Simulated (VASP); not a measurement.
A run of VASP 6.6.1 is set up as follows.

Contents of INCAR:

```
PREC = Accurate
ENCUT = 600
EDIFF = 1E-6
ISMEAR = -1
SIGMA = 0.15
LREAL = False
LASPH = True
NELM = 60
ALGO = Fast
ISIF = 3
LWAVE = False
LCHARG = False
GGA = PE
IBRION = 2
NSW = 80
EDIFFG = -0.001
PSTRESS = 30.0
```

Contents of KPOINTS:

```
Automatic mesh
0
Gamma
  18 18 6
```

The input POSCAR:

```
Rh
1.0
    2.7156295271      0.0000000000      0.0000000000
   -1.3578147635      2.3518041577      0.0000000000
    0.0000000000      0.0000000000      8.8489237806
Rh
4
Direct
    0.0000000000      0.0000000000      0.0000000000
    0.3333333333      0.6666666667      0.2500000000
    0.0000000000      0.0000000000      0.5000000000
    0.6666666667      0.3333333333      0.7500000000
```

Potentials or basis: VASP PAW PBE potentials, release 64 (Rh_pv).

Launch:

```console
$ cat potpaw_PBE.64/Rh_pv/POTCAR > POTCAR
$ mpirun -np 1 vasp_std > vasp.out
```

**Question.** What does it give for the relaxed cell?

**Answer.** a = 2.705 Å, b = 2.705 Å, c = 8.814 Å, α = 90.00°, β = 90.00°, γ = 120.00°.

**Question.** Predict the relaxed volume.

**Answer.** 13.96 Å³/atom.

**Question.** What does it give for the space group after relaxing (to 0.1 Å)?

**Answer.** P6_3/mmc (No. 194).

**Question.** Estimate the band gap on the k mesh.

**Answer.** Zero (bands 30 and 31 overlap by 1.94 eV).

Final structure:
```xyz
4
Lattice="2.7048 0.0000 0.0000 -1.3524 2.3424 0.0000 0.0000 0.0000 8.8140" Properties=species:S:1:pos:R:3 pbc="T T T"
Rh    0.0000    0.0000    0.0000
Rh    0.0000    1.5616    2.2035
Rh    0.0000    0.0000    4.4070
Rh    1.3524    0.7808    6.6105
```

Caveat: the cell is relaxed towards a set pressure, so the run minimises the enthalpy, not the energy; the highest band is partly filled, so the run has too few bands.
